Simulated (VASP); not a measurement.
# PbS (rocksalt type) (Fm-3m) in VASP: notebook

PbS (rocksalt type) is run at these levels: LDA; tasks: single point.

Everything below comes from runs of VASP 6.6.1. Logs are shortened: lines on timing, memory, paths and dates and some standing lists are left out, and cuts for length are marked.

## 1. The cell of the first run

Symmetry: Fm-3m, No. 225, cubic system. Conventional cell: a = 5.726 Å, b = 5.726 Å, c = 5.726 Å, α = 90.00°, β = 90.00°, γ = 90.00°. Pb (site symmetry m-3m) has 6 S at 2.86 Å within 3.8 Å. S (site symmetry m-3m) has 6 Pb at 2.86 Å within 3.8 Å.

## 2. Single point, LDA (volume scaled by 0.94)

File INCAR:

```
ALGO     = Normal         # electronic algorithm
EDIFF    = 1E-6           # SCF threshold, eV
ENCUT    = 520            # plane-wave cutoff, eV
ISIF     = 2              # what is computed and relaxed
ISMEAR   = -1             # smearing method
LASPH    = T              # aspherical terms in the spheres
LCHARG   = F              # write CHGCAR
LREAL    = F              # projectors in reciprocal space
LWAVE    = F              # write WAVECAR
NBANDS   = 17             # bands
NELM     = 80             # most SCF steps
PREC     = Accurate       # precision mode
SIGMA    = 0.08           # smearing width, eV
```

File KPOINTS:

```
k-points
0
Gamma
  12 12 12
```

File POSCAR:

```
PbS
1.0
    0.0000000000      2.8630046099      2.8630046099
    2.8630046099      0.0000000000      2.8630046099
    2.8630046099      2.8630046099      0.0000000000
Pb S
1 1
Direct
    0.0000000000      0.0000000000      0.0000000000
    0.5000000000      0.5000000000      0.5000000000
```

Potentials or basis: VASP PAW LDA potentials, release 64 (Pb_d, S).

Command:

```console
cat potpaw_LDA.64/Pb_d/POTCAR potpaw_LDA.64/S/POTCAR > POTCAR
mpirun -np 1 vasp_std > vasp.out
```

OUTCAR:

```text
EDIFF = 1E-6
   ENCUT = 520
   ISIF = 2
   ISMEAR = -1
   LASPH = T
   LREAL = F
   NELM = 80
   PREC = Accurate

 ion  position               nearest neighbor table
   1  0.000  0.000  0.000-   2 2.86   2 2.86   2 2.86   2 2.86   2 2.86   2 2.86
   2  0.500  0.500  0.500-   1 2.86   1 2.86   1 2.86   1 2.86   1 2.86   1 2.86

  LATTYP: Found a face centered cubic cell.
 ALAT       =     5.7260092198

  Lattice vectors:

 A1 = (   0.0000000000,   2.8630046099,   2.8630046099)
 A2 = (   2.8630046099,   0.0000000000,   2.8630046099)
 A3 = (   2.8630046099,   2.8630046099,   0.0000000000)

Analysis of symmetry for initial positions (statically):
=====================================================================
 Subroutine PRICEL returns:
 Original cell was already a primitive cell.

 Routine SETGRP: Setting up the symmetry group for a
 face centered cubic supercell.

 Subroutine GETGRP returns: Found 48 space group operations
 (whereof 48 operations were pure point group operations)
 out of a pool of 48 trial point group operations.

The static configuration has the point symmetry O_h .

Analysis of symmetry for dynamics (positions and initial velocities):
=====================================================================
 Subroutine PRICEL returns:
 Original cell was already a primitive cell.

 Routine SETGRP: Setting up the symmetry group for a
 face centered cubic supercell.

 Subroutine GETGRP returns: Found 48 space group operations
 (whereof 48 operations were pure point group operations)
 out of a pool of 48 trial point group operations.

The dynamic configuration has the point symmetry O_h .

 Subroutine INISYM returns: Found 48 space group operations
 (whereof 48 operations are pure point group operations),
 and found     1 'primitive' translations

----------------------------------------------------------------------------------------

                                     Primitive cell

  volume of cell :      46.9349

  direct lattice vectors                    reciprocal lattice vectors
     0.000000000  2.863004610  2.863004610    -0.174641703  0.174641703  0.174641703
     2.863004610  0.000000000  2.863004610     0.174641703 -0.174641703  0.174641703
[... 74 lines left out ...]
   NGXF,Y,Z  is equivalent  to a cutoff of  24.64, 24.64, 24.64 a.u.
 SYSTEM =  unknown system
   PREC   = accura    normal or accurate (medium, high low for compatibility)
   ISTART =      0    job   : 0-new  1-cont  2-samecut
   ICHARG =      2    charge: 1-file 2-atom 10-const
   ISPIN  =      1    spin polarized calculation?
   LNONCOLLINEAR =      F non collinear calculations
   LSORBIT =      F    spin-orbit coupling
   LASPH  =      T    aspherical Exc in radial PAW
   ENCUT  =  520.0 eV  38.22 Ry    6.18 a.u.   7.53  7.53  7.53*2*pi/ulx,y,z
   NELM   =     80;   NELMIN=  2; NELMDL= -5     # of ELM steps
   EDIFF  = 0.1E-05   stopping-criterion for ELM
   LREAL  =      F    real-space projection
   EDIFFG = 0.1E-04   stopping-criterion for IOM
   NSW    =      0    number of steps for IOM
   IBRION =     -1    ionic relax: 0-MD 1-quasi-New 2-CG
   NFREE  =      0    steps in history (QN), initial steepest desc. (CG)
   ISIF   =      2    stress and relaxation
   ISYM   =      2    0-nonsym 1-usesym 2-fastsym
   POTIM  = 0.5000    time-step for ionic-motion
   TEBEG  =    0.0;   TEEND  =   0.0 temperature during run
   PSTRESS=    0.0 pullay stress
   NELECT =      20.0000    total number of electrons
   NUPDOWN=      -1.0000    fix difference up-down
   EMIN   =  10.00;   EMAX   =-10.00  energy-range for DOS
   EFERMI =   0.00;   METHOD = LEGACY
   ISMEAR =    -1;   SIGMA  =   0.08  broadening in eV -4-tet -1-fermi 0-gaus
   EFERMI_NEDOS =   21; number of points for ismear=-14 and -15
   IALGO  =     38    algorithm
   IMIX   =      4    mixing-type and parameters
     AMIX     =   0.40;   BMIX     =  1.00
     AMIX_MAG =   1.60;   BMIX_MAG =  1.00
  volume/ion in A,a.u.               =      23.47       158.37
  Fermi-wavevector in a.u.,A,eV,Ry     =   1.231930  2.328011 20.648911  1.517652
  Thomas-Fermi vector in A             =   2.366720
   LORBIT       =      0    0 simple, 1 ext, 2 COOP (PROOUT), +10 PAW based schemes
   GGA     = CA    functional components
   LHFCALC =     F    Hartree Fock is set to
   AEXX    =    0.0000 exact exchange contribution
   IVDW    =     0    specifies the selected vdW correction
   LEPSILON=     F    determine dielectric tensor
   LRPA    =     F    only Hartree local field effects (RPA)
 non-spin polarized calculation
  energy-cutoff  :      520.00
  volume of cell :       46.93
 maximum number of plane-waves:      1283
   NGX = 15   NGY = 15   NGZ = 15

 number of electron      20.0000002 magnetization

 Free energy of the ion-electron system (eV)
  ---------------------------------------------------
  ext. energy  EPLUGINS =         0.00000000
  ---------------------------------------------------
  free energy    TOTEN  =        -9.95519626 eV

  energy without entropy =       -9.95443862  energy(sigma->0) =       -9.95481744

 E-fermi :   7.0986     XC(G=0): -10.5207

 val. band max:        6.9979243661   @ k =   0.5000   0.0000   0.0000
 cond. band min:       7.2339495627   @ k =   0.5000   0.0000   0.0000
 fundamental gap:      0.2360251966
 Fermi energy:         7.0985944640

 k-point     1 :       0.0000    0.0000    0.0000
  band No.  band energies     occupation
      1      -9.9242      2.00000
      2      -9.9242      2.00000
      3      -9.9242      2.00000
      4      -9.9192      2.00000
      5      -9.9192      2.00000
      6      -7.5185      2.00000
[... 457 lines left out ...]
      4      -9.8720      2.00000
      5      -9.8551      2.00000
      6      -5.7505      2.00000
[... 9 lines left out ...]
     16      16.4662      0.00000
     17      18.5771      0.00000

 [... further k-points ...]
[... 5 lines left out ...]
  --------------------------------------------------------------------------------------
  -------------------------------------------------------------------------------------
  Total        1.3624037      1.3624037      1.3624037      0.0000000     -0.0000000      0.0000000
  in kB       46.5072066     46.5072066     46.5072066      0.0000000     -0.0000000      0.0000000
  external PRESSURE =      46.5072066 kB  Pullay stress =       0.0000000 kB

 VOLUME and BASIS-vectors are now :
 -----------------------------------------------------------------------------
  energy-cutoff  :      520.00
  volume of cell :       46.93
      direct lattice vectors                 reciprocal lattice vectors
     0.000000000  2.863004610  2.863004610    -0.174641703  0.174641703  0.174641703
     2.863004610  0.000000000  2.863004610     0.174641703 -0.174641703  0.174641703
     2.863004610  2.863004610  0.000000000     0.174641703  0.174641703 -0.174641703

 POSITION                                       TOTAL-FORCE (eV/Angst)
 -----------------------------------------------------------------------------------
      0.00000      0.00000      0.00000         0.000000      0.000000      0.000000
      2.86300      2.86300      2.86300        -0.000000     -0.000000     -0.000000
 -----------------------------------------------------------------------------------
    total drift:                               -0.000000      0.000000      0.000000

  FREE ENERGIE OF THE ION-ELECTRON SYSTEM (eV)
  ---------------------------------------------------
  free  energy   TOTEN  =        -9.9551962648 eV

  energy  without entropy=       -9.9544386174  energy(sigma->0) =       -9.95481744
```

OSZICAR:

```text
N       E                     dE             d eps       ncg     rms          rms(c)
DAV:   1     0.157625540539E+03    0.15763E+03   -0.97615E+03  2464   0.127E+03
DAV:   2     0.117898794360E+01   -0.15645E+03   -0.15064E+03  2629   0.320E+02
DAV:   3    -0.100669998586E+02   -0.11246E+02   -0.11121E+02  3194   0.905E+01
DAV:   4    -0.103345728497E+02   -0.26757E+00   -0.26727E+00  3210   0.149E+01
DAV:   5    -0.103440192726E+02   -0.94464E-02   -0.94458E-02  3566   0.272E+00    0.552E+00
DAV:   6    -0.996750389649E+01    0.37652E+00   -0.10174E+00  3882   0.775E+00    0.385E+00
DAV:   7    -0.995837039753E+01    0.91335E-02   -0.10594E-01  3111   0.172E+00    0.191E+00
DAV:   8    -0.995542650841E+01    0.29439E-02   -0.92550E-03  3144   0.105E+00    0.944E-02
DAV:   9    -0.995517697685E+01    0.24953E-03   -0.12461E-03  3913   0.322E-01    0.857E-02
DAV:  10    -0.995520337385E+01   -0.26397E-04   -0.13291E-04  2923   0.105E-01    0.385E-02
DAV:  11    -0.995519613962E+01    0.72342E-05   -0.31836E-05  3666   0.663E-02    0.171E-02
DAV:  12    -0.995519626475E+01   -0.12513E-06   -0.17150E-06  2376   0.118E-02
   1 F= -.99551963E+01 E0= -.99548174E+01  d E =-.757647E-03
```

stdout:

```text
POSCAR found type information on POSCAR PbS
 POSCAR found :  2 types and       2 ions
 scaLAPACK will be used
 LDA part: xc-table for (Slater(with rela. corr.)+CA(PZ))
 , standard interpolation
 POSCAR, INCAR and KPOINTS ok, starting setup
 FFT: planning ... GRIDC
 FFT: planning ... GRID_SOFT
 FFT: planning ... GRID
 WAVECAR not read
 entering main loop
```

It took 68 s on 1 thread of AMD EPYC 7R13, shared host; peak memory 0.16 GiB.

What came out:

```
Free energy            : -9.9552 eV
Pressure               : 4.7 GPa
Band gap on the k mesh : 0.24 eV, direct
```

Caveat: the cell differs from its parent crystal (volume scaled by 0.94); spin-orbit coupling is left out, which moves the levels of the heavy elements.

## 3. Single point, LDA

This run uses another cell than the first one, of 24.97 Å³/atom, 1.064 times its volume.

File INCAR:

```
SYSTEM = PbS
PREC = Accurate
ENCUT = 520
EDIFF = 1E-7
ISMEAR = -1
SIGMA = 0.08
LREAL = .False.
LASPH = .True.
NELM = 80
ALGO = Normal
ISIF = 2
LWAVE = .False.
LCHARG = .True.
GGA = CA
LELF = .True.
LVHAR = .True.
NBANDS = 17
```

File KPOINTS:

```
Automatic mesh
0
Gamma
  12 12 12
  0 0 0
```

File POSCAR:

```
PbS
1.0
    0.0000000000      2.9226676291      2.9226676291
    2.9226676291      0.0000000000      2.9226676291
    2.9226676291      2.9226676291      0.0000000000
Pb S
1 1
Direct
    0.0000000000      0.0000000000      0.0000000000
    0.5000000000      0.5000000000      0.5000000000
```

Potentials or basis: VASP PAW LDA potentials, release 64 (Pb_d, S).

Command:

```console
cat potpaw_LDA.64/Pb_d/POTCAR potpaw_LDA.64/S/POTCAR > POTCAR
mpirun -np 1 vasp_std > vasp.out
```

OUTCAR:

```text
SYSTEM = PbS
   PREC = Accurate
   ENCUT = 520
   EDIFF = 1E-7
   ISMEAR = -1
   LREAL = .False.
   LASPH = .True.
   NELM = 80
   ISIF = 2
   GGA = CA

 ion  position               nearest neighbor table
   1  0.000  0.000  0.000-   2 2.92   2 2.92   2 2.92   2 2.92   2 2.92   2 2.92
   2  0.500  0.500  0.500-   1 2.92   1 2.92   1 2.92   1 2.92   1 2.92   1 2.92

  LATTYP: Found a face centered cubic cell.
 ALAT       =     5.8453352582

  Lattice vectors:

[... 190 lines left out ...]
      5     -10.6600      2.00000
      6      -7.7879      2.00000
[... 457 lines left out ...]
      4     -10.6250      2.00000
      5     -10.6123      2.00000
      6      -6.2289      2.00000
[... 9 lines left out ...]
     16      15.6089      0.00000
     17      17.6084      0.00000

 [... further k-points ...]
[... 5 lines left out ...]
  --------------------------------------------------------------------------------------
  -------------------------------------------------------------------------------------
  Total        0.0213767      0.0213767      0.0213767     -0.0000000      0.0000000      0.0000000
  in kB        0.6859358      0.6859358      0.6859358     -0.0000000      0.0000000      0.0000000
  external PRESSURE =       0.6859358 kB  Pullay stress =       0.0000000 kB

 VOLUME and BASIS-vectors are now :
 -----------------------------------------------------------------------------
  energy-cutoff  :      520.00
  volume of cell :       49.93
      direct lattice vectors                 reciprocal lattice vectors
     0.000000000  2.922667629  2.922667629    -0.171076586  0.171076586  0.171076586
     2.922667629  0.000000000  2.922667629     0.171076586 -0.171076586  0.171076586
     2.922667629  2.922667629  0.000000000     0.171076586  0.171076586 -0.171076586

 POSITION                                       TOTAL-FORCE (eV/Angst)
 -----------------------------------------------------------------------------------
      0.00000      0.00000      0.00000         0.000000     -0.000000      0.000000
      2.92267      2.92267      2.92267         0.000000      0.000000     -0.000000
 -----------------------------------------------------------------------------------
    total drift:                                0.000000     -0.000000     -0.000000

  FREE ENERGIE OF THE ION-ELECTRON SYSTEM (eV)
  ---------------------------------------------------
  free  energy   TOTEN  =        -9.9985542763 eV

  energy  without entropy=       -9.9978534173  energy(sigma->0) =       -9.99820385
```

It took 80 s on 1 thread of AMD EPYC 7R13, shared host; peak memory 0.16 GiB.

Results:

- Free energy: -9.9986 eV
- Pressure: 0.1 GPa
- Band gap on the k mesh: 0.04 eV, direct

Levels at points of the mesh, in eV from the valence-band top:
```tsv
k point	band 8	band 9	band 10	band 11	band 12	band 13
(0.00, 0.00, 0.00)	-2.44	-2.44	-2.44	5.14	5.14	5.14
(0.50, 0.00, 0.00)	-2.00	-2.00	0.00	0.04	1.68	1.68
(0.50, 0.50, 0.00)	-5.70	-3.81	-3.81	3.48	5.55	5.67
```

Caveat: spin-orbit coupling is left out, which moves the levels of the heavy elements. A k mesh can miss the band edges.

(Part 1 of 2 ends here.)
